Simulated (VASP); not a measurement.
## Ti: single point with PBE

Ti:

```xyz
3
Lattice="4.5934 0.0000 0.0000 -2.2967 3.9780 0.0000 0.0000 0.0000 2.8379" Properties=species:S:1:pos:R:3 pbc="T T T"
Ti    0.0000    0.0000    0.0000
Ti    0.0000    2.6520    1.4189
Ti    2.2967    1.3260    1.4189
```

This isn't the form of Ti at room conditions, which is hcp.

```json
{
  "Program": "VASP 6.6.1",
  "Task": "single point",
  "Functional": "PBE",
  "Potentials or basis": "VASP PAW PBE potentials, release 64 (Ti_sv)",
  "Cutoff": "520 eV",
  "k mesh": "8 × 8 × 11",
  "Occupations": "fermi-dirac, width 0.05 eV",
  "Spin": "no spin polarisation"
}
```

| Item | Value |
| --- | --- |
| Pressure | -1.1 GPa |
| Band gap on the k mesh | zero (bands 18 and 19 overlap by 0.26 eV) |

Levels at points of the mesh, in eV from the Fermi level:
| k point | band 16 | band 17 | band 18 | band 19 | band 20 | band 21 |
| --- | --- | --- | --- | --- | --- | --- |
| (0.00, 0.00, 0.00) | -0.70 | -0.61 | -0.61 | -0.03 | 0.67 | 1.28 |
| (0.50, 0.00, 0.00) | -0.39 | -0.38 | -0.34 | 0.06 | 0.53 | 1.04 |

It used 64 s of CPU time on 1 thread of Intel Xeon 8259CL, on a shared host.
